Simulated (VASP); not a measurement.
# HfN4H8 (Hf(NH2)4) in VASP: single point with PBE

Aim: the single point of HfN4H8 (Hf(NH2)4) with PBE.

Everything below comes from runs of VASP 6.6.1. Logs are shortened: lines on timing, memory, paths and dates and some standing lists are left out, and cuts for length are marked.

**1. The cell of the first run**

The cell holds a molecule in a box, 13 atoms: a = 13.140 Å, b = 13.480 Å, c = 13.480 Å, α = 90.00°, β = 90.00°, γ = 90.00°.

**2. Single point, PBE**

INCAR

```
SYSTEM = HfH8N4
PREC = Accurate
ENCUT = 520
EDIFF = 1E-6
ISMEAR = 0
SIGMA = 0.01
LREAL = .FALSE.
LASPH = .TRUE.
NELM = 100
ALGO = Normal
ISIF = 2
LWAVE = .FALSE.
LCHARG = .TRUE.
GGA = PE
LELF = .TRUE.
LVHAR = .TRUE.
NBANDS = 31
```

KPOINTS

```
regular mesh
0
G
  1 1 1
  0 0 0
```

POSCAR

```
HfH8N4
1.0
   13.1400000000      0.0000000000      0.0000000000
    0.0000000000     13.4800000000      0.0000000000
    0.0000000000      0.0000000000     13.4800000000
Hf N H
1 4 8
Direct
    0.4998546400      0.5001528200      0.5001587500
    0.5918576900      0.5914028200      0.5838575700
    0.4078485500      0.4164554900      0.5914072700
    0.5918576900      0.4089035600      0.4164599400
    0.4078485500      0.5838508900      0.4089102400
    0.6572465800      0.5672537100      0.6182344200
    0.5863325700      0.6664784900      0.5955749300
    0.4133888900      0.4047255200      0.6664896100
    0.3424657500      0.3820734400      0.5672589000
    0.5863325700      0.3338278900      0.4047425800
    0.6572465800      0.4330526700      0.3820830900
    0.3424657500      0.6182329400      0.4330586100
    0.4133888900      0.5955808600      0.3338278900
```

Potentials or basis: VASP PAW PBE potentials, release 64 (Hf_pv, N, H).

The run is started by

```console
$ cat potpaw_PBE.64/Hf_pv/POTCAR potpaw_PBE.64/N/POTCAR potpaw_PBE.64/H/POTCAR > POTCAR
$ mpirun -np 1 vasp_gam > vasp.out
```

OUTCAR:

```text
SYSTEM = HfH8N4
   PREC = Accurate
   ENCUT = 520
   EDIFF = 1E-6
   ISMEAR = 0
   LREAL = .FALSE.
   LASPH = .TRUE.
   NELM = 100
   ISIF = 2
   GGA = PE

 ion  position               nearest neighbor table
   1  0.500  0.500  0.500-   4 2.06   2 2.06   3 2.06   5 2.06
   2  0.592  0.591  0.584-   7 1.03   6 1.03   1 2.06
   3  0.408  0.416  0.591-   8 1.03   9 1.03   1 2.06
   4  0.592  0.409  0.416-  10 1.03  11 1.03   1 2.06
   5  0.408  0.584  0.409-  13 1.03  12 1.03   1 2.06
   6  0.657  0.567  0.618-   2 1.03
   7  0.586  0.666  0.596-   2 1.03
   8  0.413  0.405  0.666-   3 1.03
   9  0.342  0.382  0.567-   3 1.03
  10  0.586  0.334  0.405-   4 1.03
  11  0.657  0.433  0.382-   4 1.03
  12  0.342  0.618  0.433-   5 1.03
  13  0.413  0.596  0.334-   5 1.03

  LATTYP: Found a simple tetragonal cell.
 ALAT       =    13.4800000000
 C/A-ratio  =     0.9747774481

  Lattice vectors:

 A1 = (   0.0000000000,  13.4800000000,   0.0000000000)
 A2 = (   0.0000000000,   0.0000000000,  13.4800000000)
 A3 = (  13.1400000000,   0.0000000000,   0.0000000000)

Analysis of symmetry for initial positions (statically):
=====================================================================
 Subroutine PRICEL returns:
 Original cell was already a primitive cell.

 Routine SETGRP: Setting up the symmetry group for a
 simple tetragonal supercell.

 Subroutine GETGRP returns: Found  2 space group operations
 (whereof  1 operations were pure point group operations)
 out of a pool of 16 trial point group operations.

The static configuration has the point symmetry C_1 .
 The point group associated with its full space group is C_2 .

Analysis of symmetry for dynamics (positions and initial velocities):
=====================================================================
 Subroutine PRICEL returns:
 Original cell was already a primitive cell.

 Routine SETGRP: Setting up the symmetry group for a
 simple tetragonal supercell.

 Subroutine GETGRP returns: Found  2 space group operations
 (whereof  1 operations were pure point group operations)
 out of a pool of 16 trial point group operations.

The dynamic configuration has the point symmetry C_1 .
 The point group associated with its full space group is C_2 .

 Subroutine INISYM returns: Found  2 space group operations
[... 104 lines left out ...]
   TEBEG  =    0.0;   TEEND  =   0.0 temperature during run
   PSTRESS=    0.0 pullay stress
   NELECT =      38.0000    total number of electrons
   NUPDOWN=      -1.0000    fix difference up-down
   EMIN   =  10.00;   EMAX   =-10.00  energy-range for DOS
   EFERMI =   0.00;   METHOD = LEGACY
   ISMEAR =     0;   SIGMA  =   0.01  broadening in eV -4-tet -1-fermi 0-gaus
   EFERMI_NEDOS =   21; number of points for ismear=-14 and -15
   IALGO  =     38    algorithm
   IMIX   =      4    mixing-type and parameters
     AMIX     =   0.40;   BMIX     =  1.00
     AMIX_MAG =   1.60;   BMIX_MAG =  1.00
  volume/ion in A,a.u.               =     183.67      1239.45
  Fermi-wavevector in a.u.,A,eV,Ry     =   0.411792  0.778174  2.307173  0.169572
  Thomas-Fermi vector in A             =   1.368336
   LORBIT       =      0    0 simple, 1 ext, 2 COOP (PROOUT), +10 PAW based schemes
   GGA     = PE    functional components
   LHFCALC =     F    Hartree Fock is set to
   AEXX    =    0.0000 exact exchange contribution
   IVDW    =     0    specifies the selected vdW correction
   LEPSILON=     F    determine dielectric tensor
   LRPA    =     F    only Hartree local field effects (RPA)
 non-spin polarized calculation
 Gauss-broadening in eV      SIGMA  =   0.01
  energy-cutoff  :      520.00
  volume of cell :     2387.67
 maximum number of plane-waves:     32069
 NGX is ok and might be reduce to    98
   NGX = 49   NGY = 51   NGZ = 51

 number of electron      37.9999998 magnetization

 Free energy of the ion-electron system (eV)
  ---------------------------------------------------
  ext. energy  EPLUGINS =         0.00000000
  ---------------------------------------------------
  free energy    TOTEN  =       -75.99399665 eV

  energy without entropy =      -75.99399665  energy(sigma->0) =      -75.99399665

 E-fermi :  -5.1298     XC(G=0):  -0.8676

 val. band max:       -5.2370413778   @ k =   0.0000   0.0000   0.0000
 cond. band min:      -0.8643294312   @ k =   0.0000   0.0000   0.0000
 fundamental gap:      4.3727119466
 Fermi energy:        -5.1297984462

 k-point     1 :       0.0000    0.0000    0.0000
  band No.  band energies     occupation
      1     -34.2876      2.00000
      2     -34.2875      2.00000
      3     -34.2828      2.00000
      4     -19.6213      2.00000
      5     -19.4045      2.00000
      6     -19.4040      2.00000
[... 23 lines left out ...]
     30       0.6829      0.00000
     31       0.9591      0.00000

------------------------ aborting loop because EDIFF is reached ----------------------------------------

  FORCE on cell =-STRESS in cart. coord.  units (eV):
  Direction    XX          YY          ZZ          XY          YZ          ZX
  --------------------------------------------------------------------------------------
  -------------------------------------------------------------------------------------
  Total       -2.6600122     -2.5425903     -2.5532574      0.0000000      0.0020609      0.0000000
  in kB       -1.7849213     -1.7061288     -1.7132867      0.0000000      0.0013829      0.0000000
  external PRESSURE =      -1.7347789 kB  Pullay stress =       0.0000000 kB

 VOLUME and BASIS-vectors are now :
 -----------------------------------------------------------------------------
  energy-cutoff  :      520.00
  volume of cell :     2387.67
      direct lattice vectors                 reciprocal lattice vectors
    13.140000000  0.000000000  0.000000000     0.076103501  0.000000000  0.000000000
     0.000000000 13.480000000  0.000000000     0.000000000  0.074183976  0.000000000
     0.000000000  0.000000000 13.480000000     0.000000000  0.000000000  0.074183976

 POSITION                                       TOTAL-FORCE (eV/Angst)
 -----------------------------------------------------------------------------------
      6.56809      6.74206      6.74214        -0.000338      0.000000      0.000000
      7.77701      7.97211      7.87040         0.048381     -0.034426      0.000460
      5.35913      5.61382      7.97217        -0.046149     -0.000544     -0.029214
      7.77701      5.51202      5.61388         0.048381      0.034426     -0.000460
      5.35913      7.87031      5.51211        -0.046149      0.000544      0.029214
      8.63622      7.64658      8.33380        -0.318974      0.097066     -0.181146
      7.70441      8.98413      8.02835        -0.020140     -0.370481     -0.088337
      5.43193      5.45570      8.98428         0.019343      0.089121     -0.375604
      4.50000      5.15035      7.64665         0.317709      0.180510      0.096940
      7.70441      4.50000      5.45593        -0.020140      0.370481      0.088337
      8.63622      5.83755      5.15048        -0.318974     -0.097066      0.181146
      4.50000      8.33378      5.83763         0.317709     -0.180510     -0.096940
      5.43193      8.02843      4.50000         0.019343     -0.089121      0.375604
 -----------------------------------------------------------------------------------
    total drift:                               -0.000176     -0.019443     -0.000262

  FREE ENERGIE OF THE ION-ELECTRON SYSTEM (eV)
  ---------------------------------------------------
  free  energy   TOTEN  =       -75.9939966540 eV

  energy  without entropy=      -75.9939966540  energy(sigma->0) =      -75.99399665
```

stdout:

```text
POSCAR found type information on POSCAR HfN H
 POSCAR found :  3 types and      13 ions
 scaLAPACK will be used
 LDA part: xc-table for (Slater+PW92), standard interpolation
 POSCAR, INCAR and KPOINTS ok, starting setup
 FFT: planning ... GRIDC
 FFT: planning ... GRID_SOFT
 FFT: planning ... GRID
 WAVECAR not read
 entering main loop
```

Run time: 2.7 min. Hardware: 1 thread of Intel Xeon 6975P-C (Granite Rapids), shared host; peak memory 1.4 GiB.

Results:

- Free energy: -75.9940 eV
- Largest force: 0.387 eV/Å
- Gap between the frontier levels: 4.37 eV

Forces in eV/Å, atoms in the order of the input:
```
Hf   0.000  0.000  0.000
N    0.048 -0.034  0.000
N   -0.046 -0.001 -0.029
N    0.048  0.034  0.000
N   -0.046  0.001  0.029
H   -0.319  0.097 -0.181
H   -0.020 -0.370 -0.088
H    0.019  0.089 -0.376
H    0.318  0.181  0.097
H   -0.020  0.370  0.088
H   -0.319 -0.097  0.181
H    0.318 -0.181 -0.097
H    0.019 -0.089  0.376
```

Caveat: spin-orbit coupling is left out, which moves the levels of the heavy elements.
